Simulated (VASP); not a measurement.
# FeSi2 (iron disilicide) (P4/mmm) in VASP: further runs

The runs below take FeSi2 (iron disilicide) through single point, relaxation of cell and atoms, with PBEsol.

All numbers are computed with VASP 6.6.1; they aren't measurements. Logs are shortened: lines on timing, memory, paths and dates and some standing lists are left out, and cuts for length are marked.

## Step 1: The cell of the first run

Symmetry: P4/mmm, No. 123, tetragonal system. The conventional cell has a = 2.676 Å, b = 2.676 Å, c = 5.106 Å, α = 90.00°, β = 90.00°, γ = 90.00°. Fe (site symmetry 4/mmm) has 8 Si at 2.35 Å and 4 Fe at 2.68 Å within 3.1 Å. Si (site symmetry 4mm) has 6 Si at 2.33 to 2.78 Å and 4 Fe at 2.35 Å within 3.1 Å.

## Step 2: Single point, PBEsol

The input, INCAR:

```
SYSTEM = FeSi2
PREC = Accurate ; ENCUT = 520
EDIFF = 1E-7 ; ISMEAR = 0
SIGMA = 0.1 ; LREAL = .FALSE.
LASPH = .TRUE. ; NELM = 60
ALGO = Normal ; ISIF = 2
LWAVE = .FALSE. ; LCHARG = .FALSE.
GGA = PS ; NBANDS = 15
```

The input, KPOINTS:

```
Automatic mesh
0
G
  16 16 8
  0 0 0
```

The input, POSCAR:

```
FeSi2
1.0
    2.6762287513      0.0000000000      0.0000000000
    0.0000000000      2.6762287513      0.0000000000
    0.0000000000      0.0000000000      5.1062990675
Fe Si
1 2
Direct
    0.0000000000      0.0000000000      0.0000000000
    0.5000000000      0.5000000000      0.2719332026
    0.5000000000      0.5000000000      0.7280667974
```

Potentials or basis: VASP PAW PBE potentials, release 64 (Fe, Si).

Launch:

```console
cat potpaw_PBE.64/Fe/POTCAR potpaw_PBE.64/Si/POTCAR > POTCAR
mpirun -np 1 vasp_std > vasp.out
```

OUTCAR:

```text
SYSTEM = FeSi2
   PREC = Accurate
   ENCUT = 520
   EDIFF = 1E-7
   ISMEAR = 0
   LREAL = .FALSE.
   LASPH = .TRUE.
   NELM = 60
   ISIF = 2
   GGA = PS

 ion  position               nearest neighbor table
   1  0.000  0.000  0.000-   2 2.35   3 2.35   2 2.35   3 2.35   2 2.35   3 2.35   2 2.35   3 2.35

   2  0.500  0.500  0.272-   3 2.33   1 2.35   1 2.35   1 2.35   1 2.35   3 2.78
   3  0.500  0.500  0.728-   2 2.33   1 2.35   1 2.35   1 2.35   1 2.35   2 2.78

  LATTYP: Found a simple tetragonal cell.
 ALAT       =     2.6762287513
 C/A-ratio  =     1.9080204056

  Lattice vectors:

 A1 = (   2.6762287513,   0.0000000000,   0.0000000000)
 A2 = (   0.0000000000,   2.6762287513,   0.0000000000)
 A3 = (   0.0000000000,   0.0000000000,   5.1062990675)

Analysis of symmetry for initial positions (statically):
=====================================================================
 Subroutine PRICEL returns:
 Original cell was already a primitive cell.

 Routine SETGRP: Setting up the symmetry group for a
 simple tetragonal supercell.

 Subroutine GETGRP returns: Found 16 space group operations
 (whereof 16 operations were pure point group operations)
 out of a pool of 16 trial point group operations.

The static configuration has the point symmetry D_4h.

Analysis of symmetry for dynamics (positions and initial velocities):
=====================================================================
 Subroutine PRICEL returns:
 Original cell was already a primitive cell.

 Routine SETGRP: Setting up the symmetry group for a
 simple tetragonal supercell.

 Subroutine GETGRP returns: Found 16 space group operations
 (whereof 16 operations were pure point group operations)
 out of a pool of 16 trial point group operations.

The dynamic configuration has the point symmetry D_4h.

 Subroutine INISYM returns: Found 16 space group operations
 (whereof 16 operations are pure point group operations),
 and found     1 'primitive' translations

----------------------------------------------------------------------------------------

                                     Primitive cell

  volume of cell :      36.5723

  direct lattice vectors                    reciprocal lattice vectors
     2.676228751  0.000000000  0.000000000     0.373660136  0.000000000  0.000000000
     0.000000000  2.676228751  0.000000000     0.000000000  0.373660136  0.000000000
     0.000000000  0.000000000  5.106299068     0.000000000  0.000000000  0.195836551

  length of vectors
     2.676228751  2.676228751  5.106299068     0.373660136  0.373660136  0.195836551

  position of ions in fractional coordinates (direct lattice)
     0.000000000  0.000000000  0.000000000
     0.500000000  0.500000000  0.271933203
     0.500000000  0.500000000  0.728066797

  ion indices of the primitive-cell ions
   primitive index   ion index
                 1           1
                 2           2
                 3           3

----------------------------------------------------------------------------------------

 KPOINTS: Automatic mesh

Automatic generation of k-mesh.
 Grid dimensions read from file:
 generate k-points for:   16   16    8

 Generating k-lattice:

  Cartesian coordinates                     Fractional coordinates (reciprocal lattice)
     0.023353759  0.000000000  0.000000000     0.062500000  0.000000000  0.000000000
     0.000000000  0.023353759  0.000000000     0.000000000  0.062500000  0.000000000
     0.000000000  0.000000000  0.024479569     0.000000000  0.000000000  0.125000000

  Length of vectors
     0.023353759  0.023353759  0.024479569

  Shift w.r.t. Gamma in fractional coordinates (k-lattice)
     0.000000000  0.000000000  0.000000000

 Subroutine IBZKPT returns following result:
 ===========================================

 Found    225 irreducible k-points:

 Following reciprocal coordinates:
            Coordinates               Weight
  0.000000  0.000000  0.000000      1.000000
  0.062500  0.000000  0.000000      4.000000
  0.125000  0.000000  0.000000      4.000000
  0.187500  0.000000  0.000000      4.000000
  0.250000  0.000000  0.000000      4.000000
  0.312500  0.000000  0.000000      4.000000
[... 16 lines left out ...]
  0.437500  0.125000  0.000000      8.000000
  0.500000  0.125000  0.000000      4.000000
 [... further k-points ...]
   k-points           NKPTS =    225   k-points in BZ     NKDIM =    225   number of bands    NBANDS=     15
   number of dos      NEDOS =    301   number of ions     NIONS =      3
   total plane-waves  NPLWV =  16000
   dimension x,y,z NGX =    20 NGY =   20 NGZ =   40
   dimension x,y,z NGXF=    40 NGYF=   40 NGZF=   80
   ions per type =               1   2
   NGX,Y,Z   is equivalent  to a cutoff of  12.42, 12.42, 13.02 a.u.
   NGXF,Y,Z  is equivalent  to a cutoff of  24.85, 24.85, 26.05 a.u.
 SYSTEM =  FeSi2
   PREC   = accura    normal or accurate (medium, high low for compatibility)
   ISTART =      0    job   : 0-new  1-cont  2-samecut
   ICHARG =      2    charge: 1-file 2-atom 10-const
   ISPIN  =      1    spin polarized calculation?
   LNONCOLLINEAR =      F non collinear calculations
   LSORBIT =      F    spin-orbit coupling
   LASPH  =      T    aspherical Exc in radial PAW
   ENCUT  =  520.0 eV  38.22 Ry    6.18 a.u.   4.98  4.98  9.49*2*pi/ulx,y,z
   NELM   =     60;   NELMIN=  2; NELMDL= -5     # of ELM steps
   EDIFF  = 0.1E-06   stopping-criterion for ELM
   LREAL  =      F    real-space projection
   EDIFFG = 0.1E-05   stopping-criterion for IOM
   NSW    =      0    number of steps for IOM
   IBRION =     -1    ionic relax: 0-MD 1-quasi-New 2-CG
   NFREE  =      0    steps in history (QN), initial steepest desc. (CG)
   ISIF   =      2    stress and relaxation
   ISYM   =      2    0-nonsym 1-usesym 2-fastsym
   POTIM  = 0.5000    time-step for ionic-motion
   TEBEG  =    0.0;   TEEND  =   0.0 temperature during run
   PSTRESS=    0.0 pullay stress
   NELECT =      16.0000    total number of electrons
   NUPDOWN=      -1.0000    fix difference up-down
   EMIN   =  10.00;   EMAX   =-10.00  energy-range for DOS
   EFERMI =   0.00;   METHOD = LEGACY
   ISMEAR =     0;   SIGMA  =   0.10  broadening in eV -4-tet -1-fermi 0-gaus
   EFERMI_NEDOS =   21; number of points for ismear=-14 and -15
   IALGO  =     38    algorithm
   IMIX   =      4    mixing-type and parameters
     AMIX     =   0.40;   BMIX     =  1.00
     AMIX_MAG =   1.60;   BMIX_MAG =  1.00
  volume/ion in A,a.u.               =      12.19        82.27
  Fermi-wavevector in a.u.,A,eV,Ry     =   1.242789  2.348530 21.014517  1.544523
  Thomas-Fermi vector in A             =   2.377128
   LORBIT       =      0    0 simple, 1 ext, 2 COOP (PROOUT), +10 PAW based schemes
   GGA     = PS    functional components
   LHFCALC =     F    Hartree Fock is set to
   AEXX    =    0.0000 exact exchange contribution
   IVDW    =     0    specifies the selected vdW correction
   LEPSILON=     F    determine dielectric tensor
   LRPA    =     F    only Hartree local field effects (RPA)
 non-spin polarized calculation
 Gauss-broadening in eV      SIGMA  =   0.10
  energy-cutoff  :      520.00
  volume of cell :       36.57
 maximum number of plane-waves:      1008
 NGX is ok and might be reduce to    20
   NGX =  9   NGY =  9   NGZ = 19

 number of electron      16.0000001 magnetization

 Free energy of the ion-electron system (eV)
  ---------------------------------------------------
  ext. energy  EPLUGINS =         0.00000000
  ---------------------------------------------------
  free energy    TOTEN  =       -21.95420354 eV

  energy without entropy =      -21.94910267  energy(sigma->0) =      -21.95165311

 E-fermi :  10.0514     XC(G=0): -12.1263

 val. band max:       10.0427990957   @ k =   0.4375   0.2500   0.0000
 cond. band min:      10.0689331647   @ k =   0.5000   0.2500   0.0000
 fundamental gap:      0.0261340690
 Fermi energy:        10.0513738961

 k-point     1 :       0.0000    0.0000    0.0000
  band No.  band energies     occupation
      1      -3.9825      2.00000
      2       0.8395      2.00000
      3       2.0050      2.00000
      4       6.4248      2.00000
      5       8.3683      2.00000
      6       8.5331      2.00000
      7       8.5331      2.00000
      8       9.4208      2.00000
      9      14.6651      0.00000
     10      14.6651      0.00000
     11      16.6214      0.00000
     12      17.1937      0.00000
     13      18.0784      0.00000
     14      18.2478      0.00000
     15      19.7565      0.00000

 k-point     2 :       0.0625    0.0000    0.0000
  band No.  band energies     occupation
      1      -3.9024      2.00000
      2       0.8955      2.00000
      3       2.0821      2.00000
      4       6.4247      2.00000
      5       8.3651      2.00000
      6       8.4617      2.00000
      7       8.5482      2.00000
      8       9.3475      2.00000
      9      13.7700      0.00000
     10      14.7775      0.00000
     11      16.7148      0.00000
     12      17.5175      0.00000
     13      17.6096      0.00000
     14      18.5251      0.00000
     15      19.7808      0.00000
[... 365 lines left out ...]
      3       3.1292      2.00000
      4       5.2178      2.00000
      5       6.2153      2.00000
      6       7.2962      2.00000
      7       8.0691      2.00000
      8       9.2311      2.00000
      9      10.1261      0.29054
     10      11.7430      0.00000
     11      12.6838      0.00000
     12      15.1901      0.00000
     13      18.2879      0.00000
     14      19.1939      0.00000
     15      20.8559      0.00000

 k-point    24 :       0.5000    0.1250    0.0000
  band No.  band energies     occupation
      1       0.3018      2.00000
      2       2.3298      2.00000
      3       3.2794      2.00000
      4       5.4848      2.00000
      5       6.0767      2.00000
      6       7.1125      2.00000
      7       8.0951      2.00000
      8       9.2680      2.00000
      9      10.1422      0.19908
     10      11.5628      0.00000
     11      12.4246      0.00000
     12      15.3908      0.00000
     13      18.3795      0.00000
     14      18.9710      0.00000
     15      20.9698      0.00000

 [... further k-points ...]

------------------------ aborting loop because EDIFF is reached ----------------------------------------

  FORCE on cell =-STRESS in cart. coord.  units (eV):
  Direction    XX          YY          ZZ          XY          YZ          ZX
  --------------------------------------------------------------------------------------
  -------------------------------------------------------------------------------------
  Total        0.0949241      0.0949241      0.1083955      0.0000000      0.0000000      0.0000000
  in kB        4.1584776      4.1584776      4.7486390      0.0000000      0.0000000      0.0000000
  external PRESSURE =       4.3551980 kB  Pullay stress =       0.0000000 kB

 VOLUME and BASIS-vectors are now :
 -----------------------------------------------------------------------------
  energy-cutoff  :      520.00
  volume of cell :       36.57
      direct lattice vectors                 reciprocal lattice vectors
     2.676228751  0.000000000  0.000000000     0.373660136  0.000000000  0.000000000
     0.000000000  2.676228751  0.000000000     0.000000000  0.373660136  0.000000000
     0.000000000  0.000000000  5.106299068     0.000000000  0.000000000  0.195836551

 POSITION                                       TOTAL-FORCE (eV/Angst)
 -----------------------------------------------------------------------------------
      0.00000      0.00000      0.00000        -0.000000      0.000000      0.000000
      1.33811      1.33811      1.38857        -0.000000      0.000000      0.019283
      1.33811      1.33811      3.71773         0.000000     -0.000000     -0.019283
 -----------------------------------------------------------------------------------
    total drift:                               -0.000000      0.000000      0.000000

  FREE ENERGIE OF THE ION-ELECTRON SYSTEM (eV)
  ---------------------------------------------------
  free  energy   TOTEN  =       -21.9542035428 eV

  energy  without entropy=      -21.9491026706  energy(sigma->0) =      -21.95165311
```

Run time: 69 s. Hardware: 1 thread of Intel Xeon Platinum 8488C (Sapphire Rapids), shared host; peak memory 0.24 GiB.

What came out:

| Quantity | Value |
| --- | --- |
| Free energy | -21.9542 eV |
| Pressure | 0.4 GPa |
| Largest force | 0.019 eV/Å |
| Band gap on the k mesh | zero (band 8 reaches 10.23 eV, above the bottom of band 9 at 9.85 eV) |

Forces on the atoms (eV/Å):
```
Fe   0.000  0.000  0.000
Si   0.000  0.000  0.019
Si   0.000  0.000 -0.019
```

Caveat: the PAW data sets were made with another functional, which shifts forces and pressure a little. Spin polarisation is off, so any magnetic state and its effect on volume and gap are missing.

## Step 3: Relaxation of cell and atoms, PBEsol

This run uses another cell than the first one, of 12.31 Å³/atom, 1.010 times its volume.

The input, INCAR:

```
SYSTEM = FeSi2
PREC = Accurate
ENCUT = 600
EDIFF = 1E-6
ISMEAR = 0
SIGMA = 0.1
LREAL = .False.
LASPH = .True.
NELM = 80
ALGO = Normal
ISIF = 3
LWAVE = .False.
LCHARG = .False.
GGA = PS
IBRION = 2
NSW = 80
EDIFFG = -0.002
```

The input, KPOINTS:

```
regular mesh
0
Gamma
  16 16 8
  0 0 0
```

The input, POSCAR:

```
FeSi2
1.0
    2.6840000000      0.0000000000      0.0000000000
    0.0000000000      2.6840000000      0.0000000000
    0.0000000000      0.0000000000      5.1280000000
Fe Si
1 2
Direct
    0.0000000000      0.0000000000      0.0000000000
    0.5000000000      0.5000000000      0.2700000000
    0.5000000000      0.5000000000      0.7300000000
```

Potentials or basis: VASP PAW PBE potentials, release 64 (Fe, Si).

Launch:

```console
cat potpaw_PBE.64/Fe/POTCAR potpaw_PBE.64/Si/POTCAR > POTCAR
mpirun -np 1 vasp_std > vasp.out
```

OUTCAR:

```text
SYSTEM = FeSi2
   PREC = Accurate
   ENCUT = 600
   EDIFF = 1E-6
   ISMEAR = 0
   LREAL = .False.
   LASPH = .True.
   NELM = 80
   ISIF = 3
   GGA = PS
   IBRION = 2
   NSW = 80
   EDIFFG = -0.002

 ion  position               nearest neighbor table
   1  0.000  0.000  0.000-   2 2.35   3 2.35   2 2.35   3 2.35   2 2.35   3 2.35   2 2.35   3 2.35

   2  0.500  0.500  0.270-   1 2.35   1 2.35   1 2.35   1 2.35   3 2.36   3 2.77
   3  0.500  0.500  0.730-   1 2.35   1 2.35   1 2.35   1 2.35   2 2.36   2 2.77

  LATTYP: Found a simple tetragonal cell.
 ALAT       =     2.6840000000
 C/A-ratio  =     1.9105812221

  Lattice vectors:

 A1 = (   2.6840000000,   0.0000000000,   0.0000000000)
 A2 = (   0.0000000000,   2.6840000000,   0.0000000000)
[... 659 lines left out ...]

--------------------------------------- Ionic step       16  -------------------------------------------

 number of electron      15.9999999 magnetization

------------------------ aborting loop because EDIFF is reached ----------------------------------------
[... 69 lines left out ...]
--------------------------------------- Ionic step       18  -------------------------------------------

 number of electron      15.9999999 magnetization

 Free energy of the ion-electron system (eV)
  ---------------------------------------------------
  ext. energy  EPLUGINS =         0.00000000
  ---------------------------------------------------
  free energy    TOTEN  =       -21.95422159 eV

  energy without entropy =      -21.94910015  energy(sigma->0) =      -21.95166087

 E-fermi :  10.0260     XC(G=0): -12.1174

 val. band max:       10.0182360297   @ k =   0.4375   0.2500   0.0000
 cond. band min:      10.0435522273   @ k =   0.5000   0.2500   0.0000
 fundamental gap:      0.0253161976
 Fermi energy:        10.0259780485

 k-point     1 :       0.0000    0.0000    0.0000
  band No.  band energies     occupation
      1      -3.9920      2.00000
      2       0.8218      2.00000
      3       1.9922      2.00000
      4       6.4112      2.00000
      5       8.3475      2.00000
      6       8.5121      2.00000
      7       8.5121      2.00000
      8       9.3977      2.00000
      9      14.6293      0.00000
     10      14.6293      0.00000
     11      16.5864      0.00000
     12      17.1635      0.00000
[... 375 lines left out ...]
  FREE ENERGIE OF THE ION-ELECTRON SYSTEM (eV)
  ---------------------------------------------------
  free  energy   TOTEN  =       -21.9542215874 eV

  energy  without entropy=      -21.9491001500  energy(sigma->0) =      -21.95166087

 reached required accuracy - stopping structural energy minimisation
```

Wall time 8.9 min (1 thread of Intel Xeon Platinum 8488C (Sapphire Rapids), shared host); peak memory 0.28 GiB.

Results:

| Property | Result |
| --- | --- |
| Free energy | -21.9542 eV |
| Relaxed volume | 12.21 Å³/atom |
| Relaxed cell | a = 2.678 Å, b = 2.678 Å, c = 5.109 Å, α = 90.00°, β = 90.00°, γ = 90.00° |
| Space group after relaxing (to 0.05 Å) | P4/mmm (No. 123) |
| Energy gained by relaxing | 1.4 meV/atom |
| Ionic steps | 18 |
| Pressure after relaxing | 0.0 GPa |
| Band gap on the k mesh | zero (band 8 reaches 10.20 eV, above the bottom of band 9 at 9.83 eV) |

The path:
| step | energy change (eV) | largest force (eV/Å) | pressure (GPa) | volume (Å³) |
| --- | --- | --- | --- | --- |
| 1 | 0.0000 | 0.2883 | -1.24 | 36.94 |
| 2 | -0.0025 | 0.1238 | 1.17 | 36.43 |
| 3 | -0.0041 | 0.0442 | 0.27 | 36.63 |
| 4 | -0.0041 | 0.0493 | 0.19 | 36.63 |
| 5 | -0.0042 | 0.0247 | -0.30 | 36.70 |
| 6 | -0.0043 | 0.0009 | -0.15 | 36.68 |
| 7 | -0.0043 | 0.0009 | 0.07 | 36.64 |
| 8 | -0.0043 | 0.0004 | 0.02 | 36.65 |
| 9 | -0.0043 | 0.0004 | -0.13 | 36.65 |
| 10 | -0.0043 | 0.0043 | 0.22 | 36.61 |
| 11 | -0.0043 | 0.0004 | 0.05 | 36.64 |
| 12 | -0.0043 | 0.0003 | 0.03 | 36.64 |
| 13 | -0.0043 | 0.0001 | 0.02 | 36.64 |
| 14 | -0.0043 | 0.0009 | -0.21 | 36.64 |
| 15 | -0.0043 | 0.0009 | 0.19 | 36.64 |
| 16 | -0.0043 | 0.0004 | -0.10 | 36.64 |
| 17 | -0.0043 | 0.0002 | 0.05 | 36.64 |
| 18 | -0.0043 | 0.0001 | 0.00 | 36.64 |

Final structure:
```
CELL_PARAMETERS angstrom
2.67803 0.00000 0.00000
0.00000 2.67803 0.00000
0.00000 0.00000 5.10946
ATOMIC_POSITIONS crystal
Fe 0.00000 0.00000 0.00000
Si 0.50000 0.50000 0.27199
Si 0.50000 0.50000 0.72801
```

Caveat: the PAW data sets were made with another functional, which shifts forces and pressure a little. Spin polarisation is off, so any magnetic state and its effect on volume and gap are missing.
